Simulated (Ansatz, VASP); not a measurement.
One calculation of MnO2, two programs

```xyz
3
Lattice="2.8566 0.0000 0.0000 -1.4283 2.4739 0.0000 0.0000 0.0000 4.6014" Properties=species:S:1:pos:R:3 pbc="T T T"
Mn    0.0000    0.0000    2.3007
O     0.0000    1.6492    3.2499
O     1.4283    0.8246    1.3515
```

Alike in both runs: task single point; functional LDA; k mesh 11 × 11 × 6; occupations fermi-dirac, width 0.05 eV; collinear spin.

```csv
,VASP,Ansatz
version,VASP 6.6.1,Ansatz 0.2.0
potentials or method,"VASP PAW LDA potentials, release 64 (Mn_pv, O)",Ansatz PAW
plane-wave cutoff (eV),520,420
valence electrons in the cell,25,27
```

```csv
,VASP,Ansatz,Ansatz less VASP
gap on the k mesh at the Fermi level (eV),0.31,0.44,+0.132
least direct gap on the mesh (eV),0.35,0.49,+0.136
pressure (GPa),-8.1,-8.9,-0.75
"traceless stress, the component that is largest in VASP (GPa)",2.13,2.55,+0.418
rms of the force components (eV/Å),0.215,0.261,+0.0453
net moment per atom (μB),1.00,1.00,+0.001
size of the moment on the site where the two differ most (μB),2.78,2.47,-0.312
```

LDA's correlation is that of Perdew and Zunger in VASP and of Perdew and Wang (1992) in Ansatz. Site moments also hang on the region over which each program counts them. Atom by atom the forces differ by 0.045 eV/Å (rms over components). VASP's potentials hold 25 valence electrons a cell and Ansatz's 27, so a difference there can come from the potentials and not from the codes.

Noted on Ansatz's run: Pulay correction over one GPa; odd divisions of the mesh miss points on the zone boundary, where band edges often lie, so the gap on the mesh can be too wide.
